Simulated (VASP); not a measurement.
# ZnS (Cc) in VASP: notebook

Runs on ZnS. Level: PBE. Tasks: single point.

Program: VASP 6.6.1. These are calculated values, not measurements. Logs are shortened: lines on timing, memory, paths and dates and some standing lists are left out, and cuts for length are marked.

### Step 1. The cell of the first run

It takes space group Cc (No. 9, monoclinic). The conventional cell has a = 3.813 Å, b = 6.601 Å, c = 6.237 Å, α = 90.00°, β = 93.44°, γ = 90.00°. Within 3.0 Å of Zn (site symmetry 1) lie 4 S at 2.28 to 2.40 Å. Within 3.0 Å of S (site symmetry 1) lie 4 Zn at 2.28 to 2.40 Å.

### Step 2. Single point, PBE (strain -0.0600 x Voigt [0, 0, 0, 0, 1, 0])

INCAR

```
SYSTEM = ZnS
ALGO = Normal ; EDIFF = 1E-6
ENCUT = 520 ; GGA = PE
ISIF = 2 ; ISMEAR = 0
LASPH = .TRUE. ; LCHARG = .FALSE.
LREAL = .FALSE. ; LWAVE = .FALSE.
NBANDS = 26 ; NELM = 100
PREC = Accurate ; SIGMA = 0.05
```

KPOINTS

```
k-points
0
G
  12 12 6
  0 0 0
```

POSCAR

```
ZnS
1.0
    3.8109987816      0.0000000000     -0.1143299634
   -1.9054993908      3.3004217586      0.0571649817
   -0.1870200000      0.0000000000      6.2340000000
Zn S
2 2
Direct
    0.3333333333      0.6666666667      0.0000000000
    0.6666666667      0.3333333333      0.5000000000
    0.3333333333      0.6666666667      0.3850000000
    0.6666666667      0.3333333333      0.8850000000
```

Potentials or basis: VASP PAW PBE potentials, release 64 (Zn, S).

Launch:

```
> cat potpaw_PBE.64/Zn/POTCAR potpaw_PBE.64/S/POTCAR > POTCAR
> mpirun -np 1 vasp_std > vasp.out
```

OUTCAR:

```text
SYSTEM = ZnS
   EDIFF = 1E-6
   ENCUT = 520
   GGA = PE
   ISIF = 2
   ISMEAR = 0
   LASPH = .TRUE.
   LREAL = .FALSE.
   NELM = 100
   PREC = Accurate

 ion  position               nearest neighbor table
   1  0.333  0.667  0.000-   4 2.28   4 2.31   4 2.35   3 2.40
   2  0.667  0.333  0.500-   3 2.28   3 2.31   3 2.35   4 2.40
   3  0.333  0.667  0.385-   2 2.28   2 2.31   2 2.35   1 2.40
   4  0.667  0.333  0.885-   1 2.28   1 2.31   1 2.35   2 2.40

  LATTYP: Found a base centered monoclinic cell.
 ALAT       =     3.8127133454
 B/A-ratio  =     1.7312719104
 C/A-ratio  =     1.6357916539
 COS(beta)  =    -0.0599460485

  Lattice vectors:

 A1 = (   1.9054993908,  -3.3004217586,  -0.0571649817)
 A2 = (   1.9054993908,   3.3004217586,  -0.0571649817)
 A3 = (  -0.1870200000,   0.0000000000,   6.2340000000)

Analysis of symmetry for initial positions (statically):
=====================================================================
 Subroutine PRICEL returns:
 Original cell was already a primitive cell.

 Routine SETGRP: Setting up the symmetry group for a
 base centered monoclinic supercell.

 Subroutine GETGRP returns: Found  2 space group operations
 (whereof  1 operations were pure point group operations)
 out of a pool of  4 trial point group operations.

The static configuration has the point symmetry C_1 .
 The point group associated with its full space group is C_1h.

Analysis of symmetry for dynamics (positions and initial velocities):
=====================================================================
 Subroutine PRICEL returns:
 Original cell was already a primitive cell.

 Routine SETGRP: Setting up the symmetry group for a
 base centered monoclinic supercell.

 Subroutine GETGRP returns: Found  2 space group operations
 (whereof  1 operations were pure point group operations)
 out of a pool of  4 trial point group operations.

The dynamic configuration has the point symmetry C_1 .
 The point group associated with its full space group is C_1h.

 Subroutine INISYM returns: Found  2 space group operations
 (whereof  1 operations are pure point group operations),
 and found     1 'primitive' translations

----------------------------------------------------------------------------------------

                                     Primitive cell

  volume of cell :      78.3401

  direct lattice vectors                    reciprocal lattice vectors
     3.810998782  0.000000000 -0.114329963     0.262634776  0.151495789  0.007879043
    -1.905499391  3.300421759  0.057164982     0.000000000  0.302991579  0.000000000
    -0.187020000  0.000000000  6.234000000     0.004816655  0.000000000  0.160555151

  length of vectors
     3.812713345  3.811427495  6.236804669     0.303298663  0.302991579  0.160627384

  position of ions in fractional coordinates (direct lattice)
     0.333333333  0.666666667  0.000000000
     0.666666667  0.333333333  0.500000000
     0.333333333  0.666666667  0.385000000
     0.666666667  0.333333333  0.885000000

  ion indices of the primitive-cell ions
   primitive index   ion index
                 1           1
                 2           2
                 3           3
                 4           4

----------------------------------------------------------------------------------------

 KPOINTS: k-points

Automatic generation of k-mesh.
 Grid dimensions read from file:
 generate k-points for:   12   12    6

 Generating k-lattice:

  Cartesian coordinates                     Fractional coordinates (reciprocal lattice)
     0.021886231  0.012624649  0.000656587     0.083333333  0.000000000 -0.000000000
     0.000000000  0.025249298  0.000000000     0.000000000  0.083333333  0.000000000
     0.000802776  0.000000000  0.026759192     0.000000000  0.000000000  0.166666667

  Length of vectors
     0.025274889  0.025249298  0.026771231

  Shift w.r.t. Gamma in fractional coordinates (k-lattice)
     0.000000000  0.000000000  0.000000000

 Subroutine IBZKPT returns following result:
 ===========================================

 Found    242 irreducible k-points:

 Following reciprocal coordinates:
            Coordinates               Weight
  0.000000  0.000000  0.000000      1.000000
  0.083333  0.000000  0.000000      4.000000
  0.166667  0.000000  0.000000      4.000000
  0.250000 -0.000000  0.000000      4.000000
  0.333333 -0.000000  0.000000      4.000000
  0.416667  0.000000  0.000000      4.000000
[... 16 lines left out ...]
  0.333333  0.166667  0.000000      4.000000
  0.416667  0.166667  0.000000      4.000000
 [... further k-points ...]
   k-points           NKPTS =    242   k-points in BZ     NKDIM =    242   number of bands    NBANDS=     26
   number of dos      NEDOS =    301   number of ions     NIONS =      4
   total plane-waves  NPLWV =  37632
   dimension x,y,z NGX =    28 NGY =   28 NGZ =   48
   dimension x,y,z NGXF=    56 NGYF=   56 NGZF=   96
   ions per type =               2   2
   NGX,Y,Z   is equivalent  to a cutoff of  12.21, 12.21, 12.79 a.u.
   NGXF,Y,Z  is equivalent  to a cutoff of  24.42, 24.43, 25.59 a.u.
 SYSTEM =  ZnS
   PREC   = accura    normal or accurate (medium, high low for compatibility)
   ISTART =      0    job   : 0-new  1-cont  2-samecut
   ICHARG =      2    charge: 1-file 2-atom 10-const
   ISPIN  =      1    spin polarized calculation?
   LNONCOLLINEAR =      F non collinear calculations
   LSORBIT =      F    spin-orbit coupling
   LASPH  =      T    aspherical Exc in radial PAW
   ENCUT  =  520.0 eV  38.22 Ry    6.18 a.u.   7.09  7.09 11.60*2*pi/ulx,y,z
   NELM   =    100;   NELMIN=  2; NELMDL= -5     # of ELM steps
   EDIFF  = 0.1E-05   stopping-criterion for ELM
   LREAL  =      F    real-space projection
   EDIFFG = 0.1E-04   stopping-criterion for IOM
   NSW    =      0    number of steps for IOM
   IBRION =     -1    ionic relax: 0-MD 1-quasi-New 2-CG
   NFREE  =      0    steps in history (QN), initial steepest desc. (CG)
   ISIF   =      2    stress and relaxation
   ISYM   =      2    0-nonsym 1-usesym 2-fastsym
   POTIM  = 0.5000    time-step for ionic-motion
   TEBEG  =    0.0;   TEEND  =   0.0 temperature during run
   PSTRESS=    0.0 pullay stress
   NELECT =      36.0000    total number of electrons
   NUPDOWN=      -1.0000    fix difference up-down
   EMIN   =  10.00;   EMAX   =-10.00  energy-range for DOS
   EFERMI =   0.00;   METHOD = LEGACY
   ISMEAR =     0;   SIGMA  =   0.05  broadening in eV -4-tet -1-fermi 0-gaus
   EFERMI_NEDOS =   21; number of points for ismear=-14 and -15
   IALGO  =     38    algorithm
   IMIX   =      4    mixing-type and parameters
     AMIX     =   0.40;   BMIX     =  1.00
     AMIX_MAG =   1.60;   BMIX_MAG =  1.00
  volume/ion in A,a.u.               =      19.59       132.17
  Fermi-wavevector in a.u.,A,eV,Ry     =   1.263323  2.387334 21.714687  1.595984
  Thomas-Fermi vector in A             =   2.396686
   LORBIT       =      0    0 simple, 1 ext, 2 COOP (PROOUT), +10 PAW based schemes
   GGA     = PE    functional components
   LHFCALC =     F    Hartree Fock is set to
   AEXX    =    0.0000 exact exchange contribution
   IVDW    =     0    specifies the selected vdW correction
   LEPSILON=     F    determine dielectric tensor
   LRPA    =     F    only Hartree local field effects (RPA)
 non-spin polarized calculation
 Gauss-broadening in eV      SIGMA  =   0.05
  energy-cutoff  :      520.00
  volume of cell :       78.34
 maximum number of plane-waves:      2130
   NGX = 15   NGY = 15   NGZ = 23

 number of electron      35.9999968 magnetization

 Free energy of the ion-electron system (eV)
  ---------------------------------------------------
  ext. energy  EPLUGINS =         0.00000000
  ---------------------------------------------------
  free energy    TOTEN  =       -13.62114944 eV

  energy without entropy =      -13.62114944  energy(sigma->0) =      -13.62114944

 E-fermi :   2.5292     XC(G=0):  -9.6574

 val. band max:        2.2756931236   @ k =   0.0000   0.0000   0.0000
 cond. band min:       4.4070215290   @ k =   0.0000   0.0000   0.0000
 fundamental gap:      2.1313284054
 Fermi energy:         2.5292065772

 k-point     1 :       0.0000    0.0000    0.0000
  band No.  band energies     occupation
      1     -11.0275      2.00000
      2     -10.0975      2.00000
      3      -4.2105      2.00000
      4      -4.2100      2.00000
      5      -4.1339      2.00000
      6      -4.1333      2.00000
[... 18 lines left out ...]
     25       9.7904      0.00000
     26      11.5213      0.00000

 k-point     2 :       0.0833    0.0000    0.0000
  band No.  band energies     occupation
      1     -10.9795      2.00000
      2     -10.0698      2.00000
      3      -4.2141      2.00000
      4      -4.1988      2.00000
      5      -4.1319      2.00000
      6      -4.1183      2.00000
[... 18 lines left out ...]
     25       9.9890      0.00000
     26      11.2277      0.00000

 k-point     3 :       0.1667    0.0000    0.0000
  band No.  band energies     occupation
      1     -10.8419      2.00000
      2      -9.9948      2.00000
      3      -4.2202      2.00000
      4      -4.1686      2.00000
      5      -4.1239      2.00000
      6      -4.0827      2.00000
[... 18 lines left out ...]
     25      10.4783      0.00000
     26      10.6510      0.00000

 k-point     4 :       0.2500   -0.0000    0.0000
  band No.  band energies     occupation
      1     -10.6352      2.00000
      2      -9.8959      2.00000
      3      -4.2172      2.00000
      4      -4.1299      2.00000
      5      -4.1076      2.00000
      6      -4.0280      2.00000
[... 18 lines left out ...]
     25      10.6329      0.00000
     26      11.0847      0.00000
[... 496 lines left out ...]
      1     -10.3027      2.00000
      2      -9.7815      2.00000
      3      -4.1420      2.00000
      4      -4.1023      2.00000
      5      -4.0133      2.00000
      6      -3.9842      2.00000
[... 18 lines left out ...]
     25      10.8448      0.00000
     26      11.3489      0.00000

 k-point    23 :       0.3333    0.1667    0.0000
  band No.  band energies     occupation
      1     -10.1039      2.00000
      2      -9.7597      2.00000
      3      -4.1375      2.00000
      4      -4.0636      2.00000
      5      -3.9265      2.00000
      6      -3.9143      2.00000
[... 18 lines left out ...]
     25      11.4052      0.00000
     26      11.7962      0.00000

 k-point    24 :       0.4167    0.1667    0.0000
  band No.  band energies     occupation
      1     -10.0100      2.00000
      2      -9.7707      2.00000
      3      -4.1377      2.00000
      4      -4.0534      2.00000
      5      -3.9003      2.00000
      6      -3.8726      2.00000
[... 18 lines left out ...]
     25      11.4566      0.00000
     26      12.5818      0.00000

 [... further k-points ...]

------------------------ aborting loop because EDIFF is reached ----------------------------------------

  FORCE on cell =-STRESS in cart. coord.  units (eV):
  Direction    XX          YY          ZZ          XY          YZ          ZX
  --------------------------------------------------------------------------------------
  -------------------------------------------------------------------------------------
  Total        1.6318763      1.5915290      0.6088149      0.0000000      0.0000000      1.0622833
  in kB       33.3744254     32.5492599     12.4512186      0.0000000      0.0000000     21.7253564
  external PRESSURE =      26.1249680 kB  Pullay stress =       0.0000000 kB

 VOLUME and BASIS-vectors are now :
 -----------------------------------------------------------------------------
  energy-cutoff  :      520.00
  volume of cell :       78.34
      direct lattice vectors                 reciprocal lattice vectors
     3.810998782  0.000000000 -0.114329963     0.262634776  0.151495789  0.007879043
    -1.905499391  3.300421759  0.057164982     0.000000000  0.302991579  0.000000000
    -0.187020000  0.000000000  6.234000000     0.004816655  0.000000000  0.160555151

 POSITION                                       TOTAL-FORCE (eV/Angst)
 -----------------------------------------------------------------------------------
     -0.00000      2.20028      0.00000         0.239218      0.025662      0.323989
      1.81199      1.10014      3.05984         0.239218     -0.025662      0.323989
     -0.07200      2.20028      2.40009        -0.239218      0.033435     -0.323989
      1.73999      1.10014      5.45993        -0.239218     -0.033435     -0.323989
 -----------------------------------------------------------------------------------
    total drift:                                0.000052     -0.000001      0.000640

  FREE ENERGIE OF THE ION-ELECTRON SYSTEM (eV)
  ---------------------------------------------------
  free  energy   TOTEN  =       -13.6211494421 eV

  energy  without entropy=      -13.6211494421  energy(sigma->0) =      -13.62114944
```

Run time: 7.8 min. Hardware: 1 thread of Oxide Virtual Turin-like, shared host; peak memory 0.46 GiB.

What came out:

| Quantity | Value |
| --- | --- |
| Free energy | -13.6211 eV |
| Pressure | 2.6 GPa |
| Largest force | 0.404 eV/Å |
| Band gap on the k mesh | 2.13 eV |

Forces in eV/Å, atoms in the order of the input:
```
Zn   0.239  0.026  0.324
Zn   0.239 -0.026  0.324
S   -0.239  0.033 -0.324
S   -0.239 -0.033 -0.324
```

Stress tensor (GPa, compression positive):
```
3.34 0.00 2.17
0.00 3.25 0.00
2.17 0.00 1.25
```

Caveat: the cell differs from its parent crystal (strain -0.0600 x Voigt [0, 0, 0, 0, 1, 0]).

(Continued in part 2 of 2.)
